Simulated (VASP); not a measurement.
# ClH in VASP: a series of runs

The runs below take ClH through single point, relaxation of the atoms, with PBE+D3(BJ).

Program: VASP 6.6.1. These are calculated values, not measurements. Logs are shortened: lines on timing, memory, paths and dates and some standing lists are left out, and cuts for length are marked.

### Step 1. The cell of the first run

The cell holds a molecule in a box, 2 atoms: a = 15.000 Å, b = 15.500 Å, c = 16.000 Å, α = 90.00°, β = 90.00°, γ = 90.00°.

### Step 2. Single point, PBE+D3(BJ)

File INCAR:

```
SYSTEM = HCl
PREC = Accurate
ENCUT = 520
EDIFF = 1E-7
ISMEAR = 0
SIGMA = 0.005
LREAL = .FALSE.
LASPH = .TRUE.
NELM = 100
ALGO = Normal
ISIF = 2
LWAVE = .FALSE.
LCHARG = .FALSE.
GGA = PE
IVDW = 12
NBANDS = 11
ISYM = 0
```

File KPOINTS:

```
Automatic mesh
0
G
  1 1 1
  0 0 0
```

File POSCAR:

```
HCl
1.0
   15.0000000000      0.0000000000      0.0000000000
    0.0000000000     15.5000000000      0.0000000000
    0.0000000000      0.0000000000     16.0000000000
Cl H
1 1
Direct
    0.4631273436      0.4989921846      0.4793614570
    0.5368726564      0.5010078154      0.5206385430
```

Potentials or basis: VASP PAW PBE potentials, release 64 (Cl, H).

Run with:

```bash
$ cat potpaw_PBE.64/Cl/POTCAR potpaw_PBE.64/H/POTCAR > POTCAR
$ mpirun -np 1 vasp_gam > vasp.out
```

OUTCAR:

```text
SYSTEM = HCl
   PREC = Accurate
   ENCUT = 520
   EDIFF = 1E-7
   ISMEAR = 0
   LREAL = .FALSE.
   LASPH = .TRUE.
   NELM = 100
   ISIF = 2
   GGA = PE
   IVDW = 12
   ISYM = 0
 IVDW          = 12

 ion  position               nearest neighbor table
   1  0.463  0.499  0.479-   2 1.29
   2  0.537  0.501  0.521-   1 1.29

IMPORTANT INFORMATION: All symmetrisations will be switched off!
NOSYMM: (Re-)initialisation of all symmetry stuff for point group C_1.

----------------------------------------------------------------------------------------

                                     Primitive cell

  volume of cell :    3720.0000

  direct lattice vectors                    reciprocal lattice vectors
    15.000000000  0.000000000  0.000000000     0.066666667  0.000000000  0.000000000
     0.000000000 15.500000000  0.000000000     0.000000000  0.064516129  0.000000000
     0.000000000  0.000000000 16.000000000     0.000000000  0.000000000  0.062500000

  length of vectors
    15.000000000 15.500000000 16.000000000     0.066666667  0.064516129  0.062500000

  position of ions in fractional coordinates (direct lattice)
     0.463127344  0.498992185  0.479361457
     0.536872656  0.501007815  0.520638543

  ion indices of the primitive-cell ions
   primitive index   ion index
                 1           1
                 2           2

----------------------------------------------------------------------------------------

 KPOINTS: Automatic mesh

Automatic generation of k-mesh.
 Grid dimensions read from file:
 generate k-points for:    1    1    1

 Generating k-lattice:

  Cartesian coordinates                     Fractional coordinates (reciprocal lattice)
     0.066666667  0.000000000  0.000000000     1.000000000  0.000000000  0.000000000
     0.000000000  0.064516129  0.000000000     0.000000000  1.000000000  0.000000000
     0.000000000  0.000000000  0.062500000     0.000000000  0.000000000  1.000000000

  Length of vectors
     0.066666667  0.064516129  0.062500000

  Shift w.r.t. Gamma in fractional coordinates (k-lattice)
     0.000000000  0.000000000  0.000000000

 Subroutine IBZKPT returns following result:
 ===========================================

 Found      1 irreducible k-points:

 Following reciprocal coordinates:
            Coordinates               Weight
  0.000000  0.000000  0.000000      1.000000
   k-points           NKPTS =      1   k-points in BZ     NKDIM =      1   number of bands    NBANDS=     11
   number of dos      NEDOS =    301   number of ions     NIONS =      2
   total plane-waves  NPLWV = ******
   dimension x,y,z NGX =   112 NGY =  120 NGZ =  120
   dimension x,y,z NGXF=   224 NGYF=  240 NGZF=  240
   ions per type =               1   1
   NGX,Y,Z   is equivalent  to a cutoff of  12.41, 12.87, 12.47 a.u.
   NGXF,Y,Z  is equivalent  to a cutoff of  24.83, 25.74, 24.94 a.u.
 SYSTEM =  HCl
   PREC   = accura    normal or accurate (medium, high low for compatibility)
   ISTART =      0    job   : 0-new  1-cont  2-samecut
   ICHARG =      2    charge: 1-file 2-atom 10-const
   ISPIN  =      1    spin polarized calculation?
   LNONCOLLINEAR =      F non collinear calculations
   LSORBIT =      F    spin-orbit coupling
   LASPH  =      T    aspherical Exc in radial PAW
   ENCUT  =  520.0 eV  38.22 Ry    6.18 a.u.  27.89 28.82 29.75*2*pi/ulx,y,z
   NELM   =    100;   NELMIN=  2; NELMDL= -5     # of ELM steps
   EDIFF  = 0.1E-06   stopping-criterion for ELM
   LREAL  =      F    real-space projection
   EDIFFG = 0.1E-05   stopping-criterion for IOM
   NSW    =      0    number of steps for IOM
   IBRION =     -1    ionic relax: 0-MD 1-quasi-New 2-CG
   NFREE  =      0    steps in history (QN), initial steepest desc. (CG)
   ISIF   =      2    stress and relaxation
   ISYM   =      0    0-nonsym 1-usesym 2-fastsym
   POTIM  = 0.5000    time-step for ionic-motion
   TEBEG  =    0.0;   TEEND  =   0.0 temperature during run
   PSTRESS=    0.0 pullay stress
   NELECT =       8.0000    total number of electrons
   NUPDOWN=      -1.0000    fix difference up-down
   EMIN   =  10.00;   EMAX   =-10.00  energy-range for DOS
   EFERMI =   0.00;   METHOD = LEGACY
   ISMEAR =     0;   SIGMA  =   0.01  broadening in eV -4-tet -1-fermi 0-gaus
   EFERMI_NEDOS =   21; number of points for ismear=-14 and -15
   IALGO  =     38    algorithm
   IMIX   =      4    mixing-type and parameters
     AMIX     =   0.40;   BMIX     =  1.00
     AMIX_MAG =   1.60;   BMIX_MAG =  1.00
  volume/ion in A,a.u.               =    1860.00     12551.90
  Fermi-wavevector in a.u.,A,eV,Ry     =   0.211312  0.399321  0.607537  0.044653
  Thomas-Fermi vector in A             =   0.980203
   LORBIT       =      0    0 simple, 1 ext, 2 COOP (PROOUT), +10 PAW based schemes
   GGA     = PE    functional components
   LHFCALC =     F    Hartree Fock is set to
   AEXX    =    0.0000 exact exchange contribution
   IVDW    =    12    specifies the selected vdW correction
   LEPSILON=     F    determine dielectric tensor
   LRPA    =     F    only Hartree local field effects (RPA)
 non-spin polarized calculation
 Gauss-broadening in eV      SIGMA  =   0.01
  energy-cutoff  :      520.00
  volume of cell :     3720.00
 maximum number of plane-waves:     50071
 NGX is ok and might be reduce to   112
   NGX = 55   NGY = 57   NGZ = 59

 number of electron       7.9999999 magnetization

 Free energy of the ion-electron system (eV)
  ---------------------------------------------------
  ext. energy  EPLUGINS =         0.00000000
  ---------------------------------------------------
  free energy    TOTEN  =        -6.10490141 eV

  energy without entropy =       -6.10490141  energy(sigma->0) =       -6.10490141

 E-fermi :  -7.9236     XC(G=0):  -0.1982

 val. band max:       -7.9739394692   @ k =   0.0000   0.0000   0.0000
 cond. band min:      -1.1226627386   @ k =   0.0000   0.0000   0.0000
 fundamental gap:      6.8512767306
 Fermi energy:        -7.9236436587

 k-point     1 :       0.0000    0.0000    0.0000
  band No.  band energies     occupation
      1     -21.1271      2.00000
      2     -11.6841      2.00000
      3      -7.9740      2.00000
      4      -7.9739      2.00000
      5      -1.1227      0.00000
      6       0.0312      0.00000
      7       0.4525      0.00000
      8       0.5069      0.00000
      9       0.5131      0.00000
     10       0.5554      0.00000
     11       0.6159      0.00000

------------------------ aborting loop because EDIFF is reached ----------------------------------------

 Edisp (eV)   -0.00879

 E8    (eV) :    -0.0026

  FORCE on cell =-STRESS in cart. coord.  units (eV):
  Direction    XX          YY          ZZ          XY          YZ          ZX
  --------------------------------------------------------------------------------------
  -------------------------------------------------------------------------------------
  Total      -0.14137    -0.02594    -0.06686    -0.00321    -0.00192    -0.06812
  in kB      -0.06089    -0.01117    -0.02880    -0.00138    -0.00083    -0.02934
  external pressure =       -0.03 kB  Pullay stress =        0.00 kB

 VOLUME and BASIS-vectors are now :
 -----------------------------------------------------------------------------
  energy-cutoff  :      520.00
  volume of cell :     3720.00
      direct lattice vectors                 reciprocal lattice vectors
    15.000000000  0.000000000  0.000000000     0.066666667  0.000000000  0.000000000
     0.000000000 15.500000000  0.000000000     0.000000000  0.064516129  0.000000000
     0.000000000  0.000000000 16.000000000     0.000000000  0.000000000  0.062500000

 POSITION                                       TOTAL-FORCE (eV/Angst)
 -----------------------------------------------------------------------------------
      6.94691      7.73438      7.66978         0.104937      0.002967      0.062713
      8.05309      7.76562      8.33022        -0.104937     -0.002967     -0.062713
 -----------------------------------------------------------------------------------
    total drift:                                0.000107     -0.000053      0.000012

  FREE ENERGIE OF THE ION-ELECTRON SYSTEM (eV)
  ---------------------------------------------------
  free  energy   TOTEN  =        -6.1136928283 eV

  energy  without entropy=       -6.1136928283  energy(sigma->0) =       -6.11369283
```

Wall time 4.1 min (1 thread of Oxide Virtual Turin-like, shared host); peak memory 2.1 GiB.

Results:

```
Free energy                     : -6.1137 eV
Largest force                   : 0.122 eV/Å
Gap between the frontier levels : 6.85 eV
Dispersion energy per atom      : -0.004 eV
```

Forces on the atoms (eV/Å):
```
Cl   0.105  0.003  0.063
H   -0.105 -0.003 -0.063
```

Levels at points of the mesh, in eV from the valence-band top:
| k point | band 1 | band 2 | band 3 | band 4 | band 5 | band 6 | band 7 | band 8 | band 9 |
| --- | --- | --- | --- | --- | --- | --- | --- | --- | --- |
| (0.00, 0.00, 0.00) | -13.15 | -3.71 | 0.00 | 0.00 | 6.85 | 8.01 | 8.43 | 8.48 | 8.49 |

### Step 3. Relaxation of the atoms, PBE+D3(BJ)

File INCAR:

```
SYSTEM = HCl
PREC = Accurate
ENCUT = 520
EDIFF = 1E-6
ISMEAR = 0
SIGMA = 0.005
LREAL = .FALSE.
LASPH = .TRUE.
NELM = 60
ALGO = Normal
ISIF = 2
LWAVE = .FALSE.
LCHARG = .FALSE.
GGA = PE
IVDW = 12
IBRION = 2
NSW = 100
EDIFFG = -0.01
ISYM = 0
```

KPOINTS is that of step 2.

File POSCAR:

```
HCl
1.0
   15.0000000000      0.0000000000      0.0000000000
    0.0000000000     15.5000000000      0.0000000000
    0.0000000000      0.0000000000     16.0000000000
Cl H
1 1
Direct
    0.4651315427      0.4990469909      0.4804833543
    0.5348684573      0.5009530091      0.5195166457
```

Potentials or basis: VASP PAW PBE potentials, release 64 (Cl, H).

Run with:

```bash
$ cat potpaw_PBE.64/Cl/POTCAR potpaw_PBE.64/H/POTCAR > POTCAR
$ mpirun -np 1 vasp_gam > vasp.out
```

OUTCAR:

```text
SYSTEM = HCl
   PREC = Accurate
   ENCUT = 520
   EDIFF = 1E-6
   ISMEAR = 0
   LREAL = .FALSE.
   LASPH = .TRUE.
   NELM = 60
   ISIF = 2
   GGA = PE
   IVDW = 12
   IBRION = 2
   NSW = 100
   EDIFFG = -0.01
   ISYM = 0
 IVDW          = 12

 ion  position               nearest neighbor table
   1  0.465  0.499  0.480-   2 1.22
   2  0.535  0.501  0.520-   1 1.22

IMPORTANT INFORMATION: All symmetrisations will be switched off!
NOSYMM: (Re-)initialisation of all symmetry stuff for point group C_1.

----------------------------------------------------------------------------------------

                                     Primitive cell

  volume of cell :    3720.0000

  direct lattice vectors                    reciprocal lattice vectors
    15.000000000  0.000000000  0.000000000     0.066666667  0.000000000  0.000000000
     0.000000000 15.500000000  0.000000000     0.000000000  0.064516129  0.000000000
     0.000000000  0.000000000 16.000000000     0.000000000  0.000000000  0.062500000

  length of vectors
    15.000000000 15.500000000 16.000000000     0.066666667  0.064516129  0.062500000

  position of ions in fractional coordinates (direct lattice)
     0.465131543  0.499046991  0.480483354
     0.534868457  0.500953009  0.519516646

  ion indices of the primitive-cell ions
   primitive index   ion index
                 1           1
                 2           2

----------------------------------------------------------------------------------------

 KPOINTS: Automatic mesh

Automatic generation of k-mesh.
 Grid dimensions read from file:
 generate k-points for:    1    1    1

 Generating k-lattice:

  Cartesian coordinates                     Fractional coordinates (reciprocal lattice)
     0.066666667  0.000000000  0.000000000     1.000000000  0.000000000  0.000000000
     0.000000000  0.064516129  0.000000000     0.000000000  1.000000000  0.000000000
     0.000000000  0.000000000  0.062500000     0.000000000  0.000000000  1.000000000

  Length of vectors
     0.066666667  0.064516129  0.062500000

  Shift w.r.t. Gamma in fractional coordinates (k-lattice)
     0.000000000  0.000000000  0.000000000

 Subroutine IBZKPT returns following result:
 ===========================================

 Found      1 irreducible k-points:

 Following reciprocal coordinates:
            Coordinates               Weight
  0.000000  0.000000  0.000000      1.000000
   k-points           NKPTS =      1   k-points in BZ     NKDIM =      1   number of bands    NBANDS=      8
   number of dos      NEDOS =    301   number of ions     NIONS =      2
   total plane-waves  NPLWV = ******
   dimension x,y,z NGX =   112 NGY =  120 NGZ =  120
   dimension x,y,z NGXF=   224 NGYF=  240 NGZF=  240
   ions per type =               1   1
   NGX,Y,Z   is equivalent  to a cutoff of  12.41, 12.87, 12.47 a.u.
   NGXF,Y,Z  is equivalent  to a cutoff of  24.83, 25.74, 24.94 a.u.
 SYSTEM =  HCl
   PREC   = accura    normal or accurate (medium, high low for compatibility)
   ISTART =      0    job   : 0-new  1-cont  2-samecut
   ICHARG =      2    charge: 1-file 2-atom 10-const
   ISPIN  =      1    spin polarized calculation?
   LNONCOLLINEAR =      F non collinear calculations
   LSORBIT =      F    spin-orbit coupling
   LASPH  =      T    aspherical Exc in radial PAW
   ENCUT  =  520.0 eV  38.22 Ry    6.18 a.u.  27.89 28.82 29.75*2*pi/ulx,y,z
   NELM   =     60;   NELMIN=  2; NELMDL= -5     # of ELM steps
   EDIFF  = 0.1E-05   stopping-criterion for ELM
   LREAL  =      F    real-space projection
   EDIFFG = -.1E-01   stopping-criterion for IOM
   NSW    =    100    number of steps for IOM
   IBRION =      2    ionic relax: 0-MD 1-quasi-New 2-CG
   NFREE  =      1    steps in history (QN), initial steepest desc. (CG)
   ISIF   =      2    stress and relaxation
   ISYM   =      0    0-nonsym 1-usesym 2-fastsym
   POTIM  = 0.5000    time-step for ionic-motion
   TEBEG  =    0.0;   TEEND  =   0.0 temperature during run
   PSTRESS=    0.0 pullay stress
   NELECT =       8.0000    total number of electrons
   NUPDOWN=      -1.0000    fix difference up-down
   EMIN   =  10.00;   EMAX   =-10.00  energy-range for DOS
   EFERMI =   0.00;   METHOD = LEGACY
   ISMEAR =     0;   SIGMA  =   0.01  broadening in eV -4-tet -1-fermi 0-gaus
   EFERMI_NEDOS =   21; number of points for ismear=-14 and -15
   IALGO  =     38    algorithm
   IMIX   =      4    mixing-type and parameters
     AMIX     =   0.40;   BMIX     =  1.00
     AMIX_MAG =   1.60;   BMIX_MAG =  1.00
  volume/ion in A,a.u.               =    1860.00     12551.90
  Fermi-wavevector in a.u.,A,eV,Ry     =   0.211312  0.399321  0.607537  0.044653
  Thomas-Fermi vector in A             =   0.980203
   LORBIT       =      0    0 simple, 1 ext, 2 COOP (PROOUT), +10 PAW based schemes
   GGA     = PE    functional components
   LHFCALC =     F    Hartree Fock is set to
   AEXX    =    0.0000 exact exchange contribution
   IVDW    =    12    specifies the selected vdW correction
   LEPSILON=     F    determine dielectric tensor
   LRPA    =     F    only Hartree local field effects (RPA)
 conjugate gradient relaxation of ions
 non-spin polarized calculation
 Gauss-broadening in eV      SIGMA  =   0.01
  energy-cutoff  :      520.00
  volume of cell :     3720.00
 maximum number of plane-waves:     50071
 NGX is ok and might be reduce to   112
   NGX = 55   NGY = 57   NGZ = 59

--------------------------------------- Ionic step        1  -------------------------------------------

 number of electron       8.0000001 magnetization

 Free energy of the ion-electron system (eV)
  ---------------------------------------------------
  ext. energy  EPLUGINS =         0.00000000
  ---------------------------------------------------
  free energy    TOTEN  =        -6.03130627 eV

  energy without entropy =       -6.03130627  energy(sigma->0) =       -6.03130627

------------------------ aborting loop because EDIFF is reached ----------------------------------------

 Edisp (eV)   -0.00880

 E8    (eV) :    -0.0026

  FORCE on cell =-STRESS in cart. coord.  units (eV):
  Direction    XX          YY          ZZ          XY          YZ          ZX
  --------------------------------------------------------------------------------------
  -------------------------------------------------------------------------------------
  Total       2.10378    -0.02634     0.73176     0.06025     0.03595     1.27343
  in kB       0.90608    -0.01135     0.31516     0.02595     0.01548     0.54846
  external pressure =        0.40 kB  Pullay stress =        0.00 kB
[... 101 lines left out ...]
  energy  without entropy=       -6.1139017062  energy(sigma->0) =       -6.11390171

--------------------------------------- Ionic step        4  -------------------------------------------

 number of electron       7.9999999 magnetization

 Free energy of the ion-electron system (eV)
  ---------------------------------------------------
  ext. energy  EPLUGINS =         0.00000000
  ---------------------------------------------------
  free energy    TOTEN  =        -6.10515260 eV

  energy without entropy =       -6.10515260  energy(sigma->0) =       -6.10515260

 E-fermi :  -7.9193     XC(G=0):  -0.2025

 val. band max:       -7.9768964521   @ k =   0.0000   0.0000   0.0000
 cond. band min:      -1.1016077158   @ k =   0.0000   0.0000   0.0000
 fundamental gap:      6.8752887364
 Fermi energy:        -7.9192941374

 k-point     1 :       0.0000    0.0000    0.0000
  band No.  band energies     occupation
      1     -21.1424      2.00000
      2     -11.6964      2.00000
      3      -7.9770      2.00000
      4      -7.9769      2.00000
      5      -1.1016      0.00000
      6       0.0295      0.00000
      7       0.4518      0.00000
      8       0.5023      0.00000

------------------------ aborting loop because EDIFF is reached ----------------------------------------
[... 29 lines left out ...]
  FREE ENERGIE OF THE ION-ELECTRON SYSTEM (eV)
  ---------------------------------------------------
  free  energy   TOTEN  =        -6.1139442040 eV

  energy  without entropy=       -6.1139442040  energy(sigma->0) =       -6.11394420

 reached required accuracy - stopping structural energy minimisation
```

OSZICAR:

```text
N       E                     dE             d eps       ncg     rms          rms(c)
DAV:   1     0.658678456173E+02    0.65868E+02   -0.12590E+03    24   0.420E+02
DAV:   2     0.216186733619E+02   -0.44249E+02   -0.44249E+02    32   0.492E+01
DAV:   3    -0.382121742096E+01   -0.25440E+02   -0.25440E+02    24   0.519E+01
DAV:   4    -0.625563871013E+01   -0.24344E+01   -0.24344E+01    16   0.198E+01
[... 55 lines left out ...]
   3 F= -.61139017E+01 E0= -.61139017E+01  d E =-.738003E-01
       N       E                     dE             d eps       ncg     rms          rms(c)
DAV:   1    -0.610515274476E+01   -0.43532E-04   -0.15322E-03    32   0.272E-01    0.418E-02
DAV:   2    -0.610515289276E+01   -0.14800E-06   -0.24640E-05    24   0.363E-02    0.758E-03
DAV:   3    -0.610515259786E+01    0.29490E-06   -0.16731E-06    32   0.963E-03
   4 F= -.61139442E+01 E0= -.61139442E+01  d E =-.738428E-01
```

Wall time 12 min (1 thread of Oxide Virtual Turin-like, shared host); peak memory 2.1 GiB.

What came out:

- Free energy: -6.1139 eV
- Energy gained by relaxing: 36.9 meV/atom
- Ionic steps: 4
- Largest force after relaxing: 0.009 eV/Å
- Gap between the frontier levels: 6.88 eV
- Dispersion energy per atom: -0.004 eV

Forces in eV/Å, atoms in the order of the input:
```
Cl   0.007  0.000  0.004
H   -0.007  0.000 -0.004
```

Step by step:
| step | energy change (eV) | largest force (eV/Å) | pressure (GPa) |
| --- | --- | --- | --- |
| 1 | 0.0000 | 2.3771 | 0.04 |
| 2 | 0.2296 | 3.2096 | -0.07 |
| 3 | -0.0738 | 0.0508 | 0.00 |
| 4 | -0.0738 | 0.0087 | 0.00 |

Final structure:
```
Cl H
1.0
    15.00000    0.00000    0.00000
     0.00000   15.50000    0.00000
     0.00000    0.00000   16.00000
Cl H
1 1
Direct
  0.46324 0.49900 0.47942
  0.53676 0.50100 0.52058
```
